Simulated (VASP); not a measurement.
# LiSi16 (a cell with a defect) in VASP: single point with PBE

Aim: the single point of LiSi16 (a cell with a defect) with PBE.

Everything below comes from runs of VASP 6.6.1. Logs are shortened: lines on timing, memory, paths and dates and some standing lists are left out, and cuts for length are marked.

### Step 1. The cell of the first run

The cell holds a defect, 17 atoms: a = 7.679 Å, b = 7.679 Å, c = 7.679 Å, α = 60.00°, β = 60.00°, γ = 60.00°.

### Step 2. Single point, PBE

INCAR reads:

```
SYSTEM = LiSi16
PREC = Accurate
ENCUT = 520
EDIFF = 1E-6
ISMEAR = 0
SIGMA = 0.02
LREAL = Auto
LASPH = .True.
NELM = 60
ALGO = Normal
ISIF = 2
LWAVE = .False.
LCHARG = .True.
GGA = PE
LELF = .True.
LVHAR = .True.
NELECT = 66.0
NBANDS = 48
```

KPOINTS reads:

```
Automatic mesh
0
Gamma
  2 2 2
  0 0 0
```

POSCAR reads:

```
LiSi16
1.0
    0.0000000000      5.4300000000      5.4300000000
    5.4300000000      0.0000000000      5.4300000000
    5.4300000000      5.4300000000      0.0000000000
Si Li
16 1
Direct
    0.0008109576     -0.0025260589      0.0007350829
    0.1229686004      0.1270531308      0.1228682320
   -0.0070003683      0.0023248619      0.5022694291
    0.1229677716      0.1269232044      0.6268694291
    0.0008721915      0.5009108656      0.0007974217
    0.1250108656      0.6249998158      0.1250311234
    0.0007574586      0.5007976059      0.4975154696
    0.1229737569      0.6230308471      0.6269420810
    0.5023904236      0.0024097606     -0.0072876611
    0.6269436464      0.1269615101      0.1228616943
    0.5020932781      0.0021157459      0.5020546041
    0.6248558932      0.1250059853      0.6245837017
    0.4974888582      0.5008321363      0.0007162983
    0.6270152855      0.6230257827      0.1228685083
    0.5022581031      0.4931581031      0.5022220074
    0.6268841621      0.6230261510      0.6268484346
    0.3746372928      0.8750518416      0.3738483425
```

Potentials or basis: VASP PAW PBE potentials, release 64 (Si, Li_sv).

Command:

```sh
> cat potpaw_PBE.64/Si/POTCAR potpaw_PBE.64/Li_sv/POTCAR > POTCAR
> mpirun -np 1 vasp_std > vasp.out
```

OUTCAR:

```text
SYSTEM = LiSi16
   PREC = Accurate
   ENCUT = 520
   EDIFF = 1E-6
   ISMEAR = 0
   LREAL = Auto
   LASPH = .True.
   NELM = 60
   ISIF = 2
   GGA = PE
   NELECT = 66.0

 ion  position               nearest neighbor table
   1  0.001  0.997  0.001-   6 2.34   4 2.34  10 2.34   2 2.34
   2  0.123  0.127  0.123-   5 2.34   1 2.34   3 2.38   9 2.38  17 2.73
   3  0.993  0.002  0.502-  12 2.31   4 2.38   8 2.38   2 2.38  17 2.39
   4  0.123  0.127  0.627-   1 2.34   7 2.34  11 2.38   3 2.38  17 2.74
   5  0.001  0.501  0.001-   6 2.34   8 2.34  14 2.34   2 2.34
   6  0.125  0.625  0.125-   5 2.34   1 2.34  13 2.34   7 2.34
   7  0.001  0.501  0.498-   6 2.34  16 2.34   4 2.34   8 2.34
   8  0.123  0.623  0.627-   5 2.34   7 2.34  15 2.38   3 2.38  17 2.74
   9  0.502  0.002  0.993-  12 2.31  10 2.38  14 2.38   2 2.38  17 2.39
  10  0.627  0.127  0.123-   1 2.34  13 2.34  11 2.38   9 2.38  17 2.74
  11  0.502  0.002  0.502-  12 2.31  16 2.38   4 2.38  10 2.38  17 2.40
  12  0.625  0.125  0.625-   9 2.31   3 2.31  15 2.31  11 2.31
  13  0.497  0.501  0.001-   6 2.34  16 2.34  10 2.34  14 2.34
  14  0.627  0.623  0.123-   5 2.34  13 2.34  15 2.38   9 2.38  17 2.73
  15  0.502  0.493  0.502-  12 2.31  16 2.38   8 2.38  14 2.38  17 2.39
  16  0.627  0.623  0.627-  13 2.34   7 2.34  11 2.38  15 2.38  17 2.74
  17  0.375  0.875  0.374-   9 2.39   3 2.39  15 2.39  11 2.40   2 2.73  14 2.73   8 2.74  10 2.74
                             4 2.74  16 2.74

  LATTYP: Found a face centered cubic cell.
 ALAT       =    10.8600000000

  Lattice vectors:

 A1 = (   0.0000000000,   5.4300000000,   5.4300000000)
 A2 = (   5.4300000000,   0.0000000000,   5.4300000000)
 A3 = (   5.4300000000,   5.4300000000,   0.0000000000)

Analysis of symmetry for initial positions (statically):
=====================================================================
 Subroutine PRICEL returns:
 Original cell was already a primitive cell.

 Routine SETGRP: Setting up the symmetry group for a
 face centered cubic supercell.

 Subroutine GETGRP returns: Found  1 space group operations
 (whereof  1 operations were pure point group operations)
 out of a pool of 48 trial point group operations.

The static configuration has the point symmetry C_1 .

Analysis of symmetry for dynamics (positions and initial velocities):
=====================================================================
 Subroutine PRICEL returns:
 Original cell was already a primitive cell.

 Routine SETGRP: Setting up the symmetry group for a
 face centered cubic supercell.

 Subroutine GETGRP returns: Found  1 space group operations
 (whereof  1 operations were pure point group operations)
 out of a pool of 48 trial point group operations.

The dynamic configuration has the point symmetry C_1 .

 Subroutine INISYM returns: Found  1 space group operations
 (whereof  1 operations are pure point group operations),
 and found     1 'primitive' translations

----------------------------------------------------------------------------------------

                                     Primitive cell

  volume of cell :     320.2060

  direct lattice vectors                    reciprocal lattice vectors
     0.000000000  5.430000000  5.430000000    -0.092081031  0.092081031  0.092081031
     5.430000000  0.000000000  5.430000000     0.092081031 -0.092081031  0.092081031
     5.430000000  5.430000000  0.000000000     0.092081031  0.092081031 -0.092081031

  length of vectors
     7.679179644  7.679179644  7.679179644     0.159489025  0.159489025  0.159489025

  position of ions in fractional coordinates (direct lattice)
     0.000810958  0.997473941  0.000735083
     0.122968600  0.127053131  0.122868232
     0.992999632  0.002324862  0.502269429
     0.122967772  0.126923204  0.626869429
     0.000872192  0.500910866  0.000797422
     0.125010866  0.624999816  0.125031123
[... 9 lines left out ...]
     0.626884162  0.623026151  0.626848435
     0.374637293  0.875051842  0.373848342

  ion indices of the primitive-cell ions
   primitive index   ion index
                 1           1
                 2           2
                 3           3
                 4           4
                 5           5
                 6           6
[... 9 lines left out ...]
                16          16
                17          17

----------------------------------------------------------------------------------------

 KPOINTS: Automatic mesh

Automatic generation of k-mesh.
 Grid dimensions read from file:
 generate k-points for:    2    2    2

 Generating k-lattice:

  Cartesian coordinates                     Fractional coordinates (reciprocal lattice)
    -0.046040516  0.046040516  0.046040516     0.500000000  0.000000000  0.000000000
     0.046040516 -0.046040516  0.046040516     0.000000000  0.500000000  0.000000000
     0.046040516  0.046040516 -0.046040516     0.000000000  0.000000000  0.500000000

  Length of vectors
     0.079744512  0.079744512  0.079744512

  Shift w.r.t. Gamma in fractional coordinates (k-lattice)
     0.000000000  0.000000000  0.000000000

 Subroutine IBZKPT returns following result:
 ===========================================

 Found      8 irreducible k-points:

 Following reciprocal coordinates:
            Coordinates               Weight
  0.000000  0.000000  0.000000      1.000000
  0.500000  0.000000  0.000000      1.000000
  0.000000  0.500000  0.000000      1.000000
  0.000000  0.000000  0.500000      1.000000
  0.500000  0.500000  0.500000      1.000000
  0.500000  0.500000  0.000000      1.000000
  0.000000  0.500000  0.500000      1.000000
  0.500000  0.000000  0.500000      1.000000
   k-points           NKPTS =      8   k-points in BZ     NKDIM =      8   number of bands    NBANDS=     48
   number of dos      NEDOS =    301   number of ions     NIONS =     17
   total plane-waves  NPLWV = 216000
   dimension x,y,z NGX =    60 NGY =   60 NGZ =   60
   dimension x,y,z NGXF=   120 NGYF=  120 NGZF=  120
   ions per type =              16   1
   NGX,Y,Z   is equivalent  to a cutoff of  12.99, 12.99, 12.99 a.u.
   NGXF,Y,Z  is equivalent  to a cutoff of  25.98, 25.98, 25.98 a.u.
 SYSTEM =  LiSi16
   PREC   = accura    normal or accurate (medium, high low for compatibility)
   ISTART =      0    job   : 0-new  1-cont  2-samecut
   ICHARG =      2    charge: 1-file 2-atom 10-const
   ISPIN  =      1    spin polarized calculation?
   LNONCOLLINEAR =      F non collinear calculations
   LSORBIT =      F    spin-orbit coupling
   LASPH  =      T    aspherical Exc in radial PAW
   ENCUT  =  520.0 eV  38.22 Ry    6.18 a.u.  14.28 14.28 14.28*2*pi/ulx,y,z
   NELM   =     60;   NELMIN=  2; NELMDL= -5     # of ELM steps
   EDIFF  = 0.1E-05   stopping-criterion for ELM
   LREAL  =      T    real-space projection
   EDIFFG = 0.1E-04   stopping-criterion for IOM
   NSW    =      0    number of steps for IOM
   IBRION =     -1    ionic relax: 0-MD 1-quasi-New 2-CG
   NFREE  =      0    steps in history (QN), initial steepest desc. (CG)
   ISIF   =      2    stress and relaxation
   ISYM   =      2    0-nonsym 1-usesym 2-fastsym
   POTIM  = 0.5000    time-step for ionic-motion
   TEBEG  =    0.0;   TEEND  =   0.0 temperature during run
   PSTRESS=    0.0 pullay stress
   NELECT =      66.0000    total number of electrons
   NUPDOWN=      -1.0000    fix difference up-down
   EMIN   =  10.00;   EMAX   =-10.00  energy-range for DOS
   EFERMI =   0.00;   METHOD = LEGACY
   ISMEAR =     0;   SIGMA  =   0.02  broadening in eV -4-tet -1-fermi 0-gaus
   EFERMI_NEDOS =   21; number of points for ismear=-14 and -15
   IALGO  =     38    algorithm
   IMIX   =      4    mixing-type and parameters
     AMIX     =   0.40;   BMIX     =  1.00
     AMIX_MAG =   1.60;   BMIX_MAG =  1.00
  volume/ion in A,a.u.               =      18.84       127.11
  Fermi-wavevector in a.u.,A,eV,Ry     =   0.967044  1.827449 12.723821  0.935174
  Thomas-Fermi vector in A             =   2.096897
   LORBIT       =      0    0 simple, 1 ext, 2 COOP (PROOUT), +10 PAW based schemes
   GGA     = PE    functional components
   LHFCALC =     F    Hartree Fock is set to
   AEXX    =    0.0000 exact exchange contribution
   IVDW    =     0    specifies the selected vdW correction
   LEPSILON=     F    determine dielectric tensor
   LRPA    =     F    only Hartree local field effects (RPA)
 non-spin polarized calculation
 Gauss-broadening in eV      SIGMA  =   0.02
  energy-cutoff  :      520.00
  volume of cell :      320.21
 maximum number of plane-waves:      8646
 NGX is ok and might be reduce to    60
   NGX = 29   NGY = 29   NGZ = 29

 number of electron      65.9999998 magnetization

 Free energy of the ion-electron system (eV)
  ---------------------------------------------------
  ext. energy  EPLUGINS =         0.00000000
  ---------------------------------------------------
  free energy    TOTEN  =       -93.51389813 eV

  energy without entropy =      -93.51389813  energy(sigma->0) =      -93.51389813

 E-fermi :   6.2338     XC(G=0):  -9.4410

 val. band max:        6.0418001210   @ k =   0.0000   0.0000   0.0000
 cond. band min:       6.6833654894   @ k =   0.0000   0.0000   0.0000
 fundamental gap:      0.6415653685
 Fermi energy:         6.2337828525

 k-point     1 :       0.0000    0.0000    0.0000
  band No.  band energies     occupation
      1     -40.3791      2.00000
      2      -5.9234      2.00000
      3      -3.6730      2.00000
      4      -3.6113      2.00000
      5      -3.6113      2.00000
      6      -3.6112      2.00000
[... 37 lines left out ...]
     44       8.3476      0.00000
     45       8.3498      0.00000

 k-point     2 :       0.5000    0.0000    0.0000
  band No.  band energies     occupation
      1     -40.3792      2.00000
      2      -5.1965      2.00000
      3      -5.0689      2.00000
      4      -3.3542      2.00000
      5      -3.3127      2.00000
      6      -3.3121      2.00000
[... 280 lines left out ...]
 k-point     8 :       0.5000    0.0000    0.5000
  band No.  band energies     occupation
      1     -40.3791      2.00000
      2      -4.9065      2.00000
      3      -4.8155      2.00000
      4      -3.9279      2.00000
      5      -3.8953      2.00000
      6      -3.8952      2.00000
[... 37 lines left out ...]
     44      10.3330      0.00000
     45      10.4013      0.00000
 [bands above 45 left out]

------------------------ aborting loop because EDIFF is reached ----------------------------------------

  FORCE on cell =-STRESS in cart. coord.  units (eV):
  Direction    XX          YY          ZZ          XY          YZ          ZX
  --------------------------------------------------------------------------------------
  -------------------------------------------------------------------------------------
  Total       -1.1437619     -1.1437440     -1.1445885     -0.0019779     -0.0112445     -0.0164514
  in kB       -5.7229076     -5.7228181     -5.7270435     -0.0098965     -0.0562629     -0.0823160
  external PRESSURE =      -5.7242564 kB  Pullay stress =       0.0000000 kB

 VOLUME and BASIS-vectors are now :
 -----------------------------------------------------------------------------
  energy-cutoff  :      520.00
  volume of cell :      320.21
      direct lattice vectors                 reciprocal lattice vectors
     0.000000000  5.430000000  5.430000000    -0.092081031  0.092081031  0.092081031
     5.430000000  0.000000000  5.430000000     0.092081031 -0.092081031  0.092081031
     5.430000000  5.430000000  0.000000000     0.092081031  0.092081031 -0.092081031

 POSITION                                       TOTAL-FORCE (eV/Angst)
 -----------------------------------------------------------------------------------
      5.42028      0.00839      5.42069         0.006224     -0.003780      0.005455
      1.35707      1.33489      1.35762        -0.000844      0.001160      0.000744
      2.73995      8.11931      5.40461        -0.002450     -0.008780     -0.003621
      4.09309      4.07162      1.35691         0.001744     -0.001978     -0.002189
      2.72428      0.00907      2.72468        -0.006216     -0.005709     -0.007361
      4.07267      1.35773      4.07256        -0.000493     -0.000711     -0.000165
[... 9 lines left out ...]
      6.78682      6.80777      6.78701        -0.001569      0.002578     -0.001597
      6.78153      4.06428      6.78581         0.014316      0.020591      0.003606
 -----------------------------------------------------------------------------------
    total drift:                                0.000944      0.002187      0.001274

  FREE ENERGIE OF THE ION-ELECTRON SYSTEM (eV)
  ---------------------------------------------------
  free  energy   TOTEN  =       -93.5138981251 eV

  energy  without entropy=      -93.5138981251  energy(sigma->0) =      -93.51389813
```

It took 3.1 min on 1 thread of Intel Xeon Platinum 8488C (Sapphire Rapids), shared host; peak memory 0.48 GiB.

What came out:

```
Free energy   : -93.5139 eV
Largest force : 0.025 eV/Å
```

Forces in eV/Å, atoms in the order of the input:
```
Si   0.006 -0.004  0.005
Si  -0.001  0.001  0.001
Si  -0.002 -0.009 -0.004
Si   0.002 -0.002 -0.002
Si  -0.006 -0.006 -0.007
Si   0.000 -0.001  0.000
Si   0.004  0.005 -0.003
Si   0.000 -0.001  0.000
Si  -0.006 -0.008  0.000
Si  -0.003 -0.003  0.001
Si   0.002  0.000  0.004
Si   0.002  0.003  0.001
Si  -0.004  0.006  0.005
Si   0.001 -0.002  0.002
Si  -0.007 -0.003 -0.004
Si  -0.002  0.003 -0.002
Li   0.014  0.021  0.004
```

Levels at points of the mesh, in eV from the Fermi level:
```
           k point  band 30  band 31  band 32  band 33  band 34  band 35  band 36  band 37
(0.00, 0.00, 0.00)    -1.32    -0.19    -0.19    -0.19     0.45     0.45     0.45     0.52
(0.50, 0.00, 0.00)    -1.01    -1.01    -0.92    -0.92     1.01     1.21     1.21     1.40
(0.00, 0.50, 0.00)    -1.01    -1.01    -0.92    -0.92     1.01     1.21     1.21     1.40
(0.00, 0.00, 0.50)    -1.01    -1.01    -0.92    -0.92     1.00     1.21     1.21     1.40
(0.50, 0.50, 0.50)    -1.01    -1.01    -0.92    -0.92     1.01     1.21     1.21     1.40
(0.50, 0.50, 0.00)    -1.55    -1.55    -1.51    -1.46     0.88     0.94     2.00     2.12
(0.00, 0.50, 0.50)    -1.55    -1.55    -1.51    -1.46     0.88     0.94     2.00     2.12
(0.50, 0.00, 0.50)    -1.55    -1.55    -1.51    -1.46     0.88     0.94     2.00     2.12
```

Caveat: the k points lie up to 0.50 Å⁻¹ apart; the cell carries a net charge on a neutralising background, which shifts energy and pressure; the cell is charged against a uniform background, so pressure and absolute levels hang on convention; the cutoff is under 1.25 times the usual one of these potentials, so pressure, stress and relaxed cells hold a basis-set (Pulay) error.
